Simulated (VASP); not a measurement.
# Si4C (Pm-3m) in VASP: a series of runs

Si4C is run at these levels: PBE; tasks: single point, relaxation of cell and atoms.

Program: VASP 6.6.1. These are calculated values, not measurements. Logs are shortened: lines on timing, memory, paths and dates and some standing lists are left out, and cuts for length are marked.

### 1 The cell of the first run

The structure is cubic, space group Pm-3m (No. 221). Conventional cell: a = 4.080 Å, b = 4.080 Å, c = 4.080 Å, α = 90.00°, β = 90.00°, γ = 90.00°. Within 2.7 Å of Si (site symmetry 4/mmm) lie 2 C at 2.04 Å. Within 3.8 Å of Si (site symmetry m-3m) lie 12 Si at 2.88 Å and 8 C at 3.53 Å. Within 2.7 Å of C (site symmetry m-3m) lie 6 Si at 2.04 Å.

The cell was built from a structure type or drawn by symmetry, and may not be a known phase.

### 2 Single point, PBE

File INCAR:

```
  PREC = Accurate
  ENCUT = 520
  EDIFF = 1E-7
  ISMEAR = 0
  SIGMA = 0.1
  LREAL = False
  LASPH = True
  NELM = 60
  ALGO = Normal
  ISIF = 2
  LWAVE = False
  LCHARG = False
  GGA = PE
  NBANDS = 18
```

File KPOINTS:

```
regular mesh
0
Gamma
  4 4 4
```

File POSCAR:

```
Si4C
1.0
    4.0798227742      0.0000000000      0.0000000000
    0.0000000000      4.0798227742      0.0000000000
    0.0000000000      0.0000000000      4.0798227742
Si C
4 1
Direct
    0.0000000000      0.5000000000      0.5000000000
    0.5000000000      0.5000000000      0.0000000000
    0.5000000000      0.0000000000      0.5000000000
    0.0000000000      0.0000000000      0.0000000000
    0.5000000000      0.5000000000      0.5000000000
```

Potentials or basis: VASP PAW PBE potentials, release 64 (Si, C).

Started as:

```console
cat potpaw_PBE.64/Si/POTCAR potpaw_PBE.64/C/POTCAR > POTCAR
mpirun -np 1 vasp_std > vasp.out
```

OUTCAR:

```text
PREC = Accurate
   ENCUT = 520
   EDIFF = 1E-7
   ISMEAR = 0
   LREAL = False
   LASPH = True
   NELM = 60
   ISIF = 2
   GGA = PE

 ion  position               nearest neighbor table
   1  0.000  0.500  0.500-   5 2.04   5 2.04   4 2.88   2 2.88   2 2.88   4 2.88   3 2.88   4 2.88
                             4 2.88   2 2.88   3 2.88   3 2.88   2 2.88   3 2.88
   2  0.500  0.500  0.000-   5 2.04   5 2.04   4 2.88   1 2.88   1 2.88   3 2.88   3 2.88   3 2.88
                             4 2.88   3 2.88   1 2.88   4 2.88   1 2.88   4 2.88
   3  0.500  0.000  0.500-   5 2.04   5 2.04   4 2.88   1 2.88   2 2.88   4 2.88   1 2.88   2 2.88
                             2 2.88   2 2.88   1 2.88   4 2.88   4 2.88   1 2.88
   4  0.000  0.000  0.000-   1 2.88   2 2.88   3 2.88   1 2.88   3 2.88   1 2.88   2 2.88   1 2.88
                             2 2.88   3 2.88   3 2.88   2 2.88
   5  0.500  0.500  0.500-   1 2.04   2 2.04   3 2.04   2 2.04   3 2.04   1 2.04

  LATTYP: Found a simple cubic cell.
 ALAT       =     4.0798227742

  Lattice vectors:

 A1 = (   4.0798227742,   0.0000000000,   0.0000000000)
 A2 = (   0.0000000000,   4.0798227742,   0.0000000000)
 A3 = (   0.0000000000,   0.0000000000,   4.0798227742)

Analysis of symmetry for initial positions (statically):
=====================================================================
 Subroutine PRICEL returns:
 Original cell was already a primitive cell.

 Routine SETGRP: Setting up the symmetry group for a
 simple cubic supercell.

 Subroutine GETGRP returns: Found 48 space group operations
 (whereof 48 operations were pure point group operations)
 out of a pool of 48 trial point group operations.

The static configuration has the point symmetry O_h .

Analysis of symmetry for dynamics (positions and initial velocities):
=====================================================================
 Subroutine PRICEL returns:
 Original cell was already a primitive cell.

 Routine SETGRP: Setting up the symmetry group for a
 simple cubic supercell.

 Subroutine GETGRP returns: Found 48 space group operations
 (whereof 48 operations were pure point group operations)
 out of a pool of 48 trial point group operations.

The dynamic configuration has the point symmetry O_h .

 Subroutine INISYM returns: Found 48 space group operations
 (whereof 48 operations are pure point group operations),
 and found     1 'primitive' translations

----------------------------------------------------------------------------------------

                                     Primitive cell

  volume of cell :      67.9085

  direct lattice vectors                    reciprocal lattice vectors
     4.079822774  0.000000000  0.000000000     0.245108686  0.000000000  0.000000000
     0.000000000  4.079822774  0.000000000     0.000000000  0.245108686  0.000000000
     0.000000000  0.000000000  4.079822774     0.000000000  0.000000000  0.245108686

  length of vectors
     4.079822774  4.079822774  4.079822774     0.245108686  0.245108686  0.245108686

  position of ions in fractional coordinates (direct lattice)
     0.000000000  0.500000000  0.500000000
     0.500000000  0.500000000  0.000000000
     0.500000000  0.000000000  0.500000000
     0.000000000  0.000000000  0.000000000
     0.500000000  0.500000000  0.500000000

  ion indices of the primitive-cell ions
   primitive index   ion index
                 1           1
                 2           2
                 3           3
                 4           4
                 5           5

----------------------------------------------------------------------------------------

 KPOINTS: regular mesh

Automatic generation of k-mesh.
 Grid dimensions read from file:
 generate k-points for:    4    4    4

 Generating k-lattice:

  Cartesian coordinates                     Fractional coordinates (reciprocal lattice)
     0.061277172  0.000000000  0.000000000     0.250000000  0.000000000  0.000000000
     0.000000000  0.061277172  0.000000000     0.000000000  0.250000000  0.000000000
     0.000000000  0.000000000  0.061277172     0.000000000  0.000000000  0.250000000

  Length of vectors
     0.061277172  0.061277172  0.061277172

  Shift w.r.t. Gamma in fractional coordinates (k-lattice)
     0.000000000  0.000000000  0.000000000

 Subroutine IBZKPT returns following result:
 ===========================================

 Found     10 irreducible k-points:

 Following reciprocal coordinates:
            Coordinates               Weight
  0.000000  0.000000  0.000000      1.000000
  0.250000  0.000000  0.000000      6.000000
  0.500000  0.000000  0.000000      3.000000
  0.250000  0.250000  0.000000     12.000000
  0.500000  0.250000  0.000000     12.000000
  0.500000  0.500000  0.000000      3.000000
  0.250000  0.250000  0.250000      8.000000
  0.500000  0.250000  0.250000     12.000000
  0.500000  0.500000  0.250000      6.000000
  0.500000  0.500000  0.500000      1.000000
   k-points           NKPTS =     10   k-points in BZ     NKDIM =     10   number of bands    NBANDS=     18
   number of dos      NEDOS =    301   number of ions     NIONS =      5
   total plane-waves  NPLWV =  27000
   dimension x,y,z NGX =    30 NGY =   30 NGZ =   30
   dimension x,y,z NGXF=    60 NGYF=   60 NGZF=   60
   ions per type =               4   1
   NGX,Y,Z   is equivalent  to a cutoff of  12.22, 12.22, 12.22 a.u.
   NGXF,Y,Z  is equivalent  to a cutoff of  24.45, 24.45, 24.45 a.u.
 SYSTEM =  unknown system
   PREC   = accura    normal or accurate (medium, high low for compatibility)
   ISTART =      0    job   : 0-new  1-cont  2-samecut
   ICHARG =      2    charge: 1-file 2-atom 10-const
   ISPIN  =      1    spin polarized calculation?
   LNONCOLLINEAR =      F non collinear calculations
   LSORBIT =      F    spin-orbit coupling
   LASPH  =      T    aspherical Exc in radial PAW
   ENCUT  =  520.0 eV  38.22 Ry    6.18 a.u.   7.59  7.59  7.59*2*pi/ulx,y,z
   NELM   =     60;   NELMIN=  2; NELMDL= -5     # of ELM steps
   EDIFF  = 0.1E-06   stopping-criterion for ELM
   LREAL  =      F    real-space projection
   EDIFFG = 0.1E-05   stopping-criterion for IOM
   NSW    =      0    number of steps for IOM
   IBRION =     -1    ionic relax: 0-MD 1-quasi-New 2-CG
   NFREE  =      0    steps in history (QN), initial steepest desc. (CG)
   ISIF   =      2    stress and relaxation
   ISYM   =      2    0-nonsym 1-usesym 2-fastsym
   POTIM  = 0.5000    time-step for ionic-motion
   TEBEG  =    0.0;   TEEND  =   0.0 temperature during run
   PSTRESS=    0.0 pullay stress
   NELECT =      20.0000    total number of electrons
   NUPDOWN=      -1.0000    fix difference up-down
   EMIN   =  10.00;   EMAX   =-10.00  energy-range for DOS
   EFERMI =   0.00;   METHOD = LEGACY
   ISMEAR =     0;   SIGMA  =   0.10  broadening in eV -4-tet -1-fermi 0-gaus
   EFERMI_NEDOS =   21; number of points for ismear=-14 and -15
   IALGO  =     38    algorithm
   IMIX   =      4    mixing-type and parameters
     AMIX     =   0.40;   BMIX     =  1.00
     AMIX_MAG =   1.60;   BMIX_MAG =  1.00
  volume/ion in A,a.u.               =      13.58        91.65
  Fermi-wavevector in a.u.,A,eV,Ry     =   1.089206  2.058302 16.141553  1.186371
  Thomas-Fermi vector in A             =   2.225405
   LORBIT       =      0    0 simple, 1 ext, 2 COOP (PROOUT), +10 PAW based schemes
   GGA     = PE    functional components
   LHFCALC =     F    Hartree Fock is set to
   AEXX    =    0.0000 exact exchange contribution
   IVDW    =     0    specifies the selected vdW correction
   LEPSILON=     F    determine dielectric tensor
   LRPA    =     F    only Hartree local field effects (RPA)
 non-spin polarized calculation
 Gauss-broadening in eV      SIGMA  =   0.10
  energy-cutoff  :      520.00
  volume of cell :       67.91
 maximum number of plane-waves:      1856
   NGX = 15   NGY = 15   NGZ = 15

 number of electron      20.0000002 magnetization

 Free energy of the ion-electron system (eV)
  ---------------------------------------------------
  ext. energy  EPLUGINS =         0.00000000
  ---------------------------------------------------
  free energy    TOTEN  =       -26.47270496 eV

  energy without entropy =      -26.46517373  energy(sigma->0) =      -26.46893935

 E-fermi :   9.2553     XC(G=0): -11.0799

 val. band max:        8.8572658021   @ k =   0.5000   0.5000   0.0000
 cond. band min:       9.3301994773   @ k =   0.2500   0.2500   0.0000
 fundamental gap:      0.4729336752
 Fermi energy:         9.2552779630

 k-point     1 :       0.0000    0.0000    0.0000
  band No.  band energies     occupation
      1      -6.4986      2.00000
      2       0.6465      2.00000
      3       2.0154      2.00000
      4       2.0154      2.00000
      5       2.0154      2.00000
      6       4.2697      2.00000
[... 10 lines left out ...]
     17      13.2109      0.00000
     18      14.8661      0.00000

 k-point     2 :       0.2500    0.0000    0.0000
  band No.  band energies     occupation
      1      -6.1377      2.00000
      2      -1.0750      2.00000
      3       2.2142      2.00000
      4       2.3071      2.00000
      5       2.3071      2.00000
      6       4.6732      2.00000
[... 10 lines left out ...]
     17      14.9505      0.00000
     18      15.5393      0.00000

 k-point     3 :       0.5000    0.0000    0.0000
  band No.  band energies     occupation
      1      -5.6143      2.00000
      2      -2.4454      2.00000
      3       2.6921      2.00000
      4       2.6921      2.00000
      5       3.3045      2.00000
      6       3.9596      2.00000
[... 118 lines left out ...]
 k-point     9 :       0.5000    0.5000    0.2500
  band No.  band energies     occupation
      1      -4.6137      2.00000
      2      -0.6662      2.00000
      3      -0.6662      2.00000
      4       0.9425      2.00000
      5       1.1055      2.00000
      6       4.5677      2.00000
[... 10 lines left out ...]
     17      15.7930      0.00000
     18      16.6484      0.00000

 k-point    10 :       0.5000    0.5000    0.5000
  band No.  band energies     occupation
      1      -4.2517      2.00000
      2      -0.1246      2.00000
      3      -0.1246      2.00000
      4      -0.1246      2.00000
      5       2.1005      2.00000
      6       3.0770      2.00000
[... 10 lines left out ...]
     17      16.1623      0.00000
     18      16.2660      0.00000

------------------------ aborting loop because EDIFF is reached ----------------------------------------

  FORCE on cell =-STRESS in cart. coord.  units (eV):
  Direction    XX          YY          ZZ          XY          YZ          ZX
  --------------------------------------------------------------------------------------
  -------------------------------------------------------------------------------------
  Total        0.0662461      0.0662461      0.0662461     -0.0000000     -0.0000000      0.0000000
  in kB        1.5629580      1.5629580      1.5629580     -0.0000000     -0.0000000      0.0000000
  external PRESSURE =       1.5629580 kB  Pullay stress =       0.0000000 kB

 VOLUME and BASIS-vectors are now :
 -----------------------------------------------------------------------------
  energy-cutoff  :      520.00
  volume of cell :       67.91
      direct lattice vectors                 reciprocal lattice vectors
     4.079822774  0.000000000  0.000000000     0.245108686  0.000000000  0.000000000
     0.000000000  4.079822774  0.000000000     0.000000000  0.245108686  0.000000000
     0.000000000  0.000000000  4.079822774     0.000000000  0.000000000  0.245108686

 POSITION                                       TOTAL-FORCE (eV/Angst)
 -----------------------------------------------------------------------------------
      0.00000      2.03991      2.03991         0.000000      0.000000      0.000000
      2.03991      2.03991      0.00000         0.000000      0.000000      0.000000
      2.03991      0.00000      2.03991         0.000000      0.000000      0.000000
      0.00000      0.00000      0.00000         0.000000      0.000000      0.000000
      2.03991      2.03991      2.03991         0.000000      0.000000      0.000000
 -----------------------------------------------------------------------------------
    total drift:                                0.000000      0.000000     -0.000000

  FREE ENERGIE OF THE ION-ELECTRON SYSTEM (eV)
  ---------------------------------------------------
  free  energy   TOTEN  =       -26.4727049633 eV

  energy  without entropy=      -26.4651737334  energy(sigma->0) =      -26.46893935
```

Run time: 21 s. Hardware: 1 thread of Intel Xeon 8259CL, shared host; peak memory 0.16 GiB.

Results:

```yaml
Free_energy: -26.4727 eV
Pressure: 0.2 GPa
Band_gap_on_the_k_mesh: zero (bands 10 and 11 overlap by 2.28 eV)
```

Caveat: the k points lie up to 0.39 Å⁻¹ apart, too coarse for converged energies and pressures of a metal.

(Part 1 of 2 ends here.)
